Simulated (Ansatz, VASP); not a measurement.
WS2 in VASP and in Ansatz

```xyz
3
Lattice="3.1832 0.0000 0.0000 -1.5916 2.7567 0.0000 0.0000 0.0000 16.1182" Properties=species:S:1:pos:R:3 pbc="T T T"
W     1.5916    0.9189    8.0591
S     0.0000    1.8378    6.5001
S     0.0000    1.8378    9.6181
```

Alike in both runs: task single point; functional PBE; k mesh 24 × 24 × 1; occupations gaussian, width 0.05 eV; no spin polarisation.

|  | VASP | Ansatz |
| --- | --- | --- |
| version | VASP 6.6.1 | Ansatz 0.2.0 |
| potentials or method | VASP PAW PBE potentials, release 64 (W_sv, S), cutoff 520 eV | scalar-relativistic, plane waves, PAW |
| valence electrons in the cell | 26 | 26 |

|  | VASP | Ansatz | Ansatz less VASP |
| --- | --- | --- | --- |
| gap on the k mesh at the Fermi level (eV) | 1.80 | 1.79 | -0.013 |
| rms of the force components (eV/Å) | 0.130 | 0.128 | -0.0017 |

Atom by atom the forces differ by 0.002 eV/Å (rms over components).

Spin-orbit coupling is off throughout.
